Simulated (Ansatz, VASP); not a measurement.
# TiO2: VASP beside Ansatz

```
Ti O
1.0
     1.46676    0.84684    6.83902
    -1.46676    0.84684    6.83902
     0.00000   -1.69367    6.83902
Ti O
1 2
Direct
  0.00000 0.00000 0.00000
  0.37953 0.37953 0.37953
  0.62047 0.62047 0.62047
```

Change from the starting cell: volume scaled by 0.94.

Alike in both runs: task single point; functional PBEsol; k mesh 10 × 10 × 10; occupations fermi-dirac, width 0.05 eV; no spin polarisation.

|  | VASP | Ansatz |
| --- | --- | --- |
| version | VASP 6.6.1 | Ansatz 0.2.0 |
| potentials or method | VASP PAW PBE potentials, release 64 (Ti_sv, O), cutoff 520 eV | all-electron LAPW, scalar-relativistic |

Ansatz gave:

```
gap on the k mesh at the Fermi level (eV)                     : 2.86
least direct gap on the mesh (eV)                             : 3.02
pressure (GPa)                                                : 4.0
traceless stress, the component that is largest in VASP (GPa) : -1.12
rms of the force components (eV/Å)                            : 0.233
```

Which values does VASP return?

gap on the k mesh at the Fermi level (eV): 2.84; least direct gap on the mesh (eV): 3.00; pressure (GPa): 4.6; traceless stress, the component that is largest in VASP (GPa): -1.39; rms of the force components (eV/Å): 0.263.

VASP's potentials were made for PBE, not for PBEsol. Atom by atom the forces differ by 0.029 eV/Å (rms over components). Ansatz ran all-electron here, and VASP with PAW potentials.
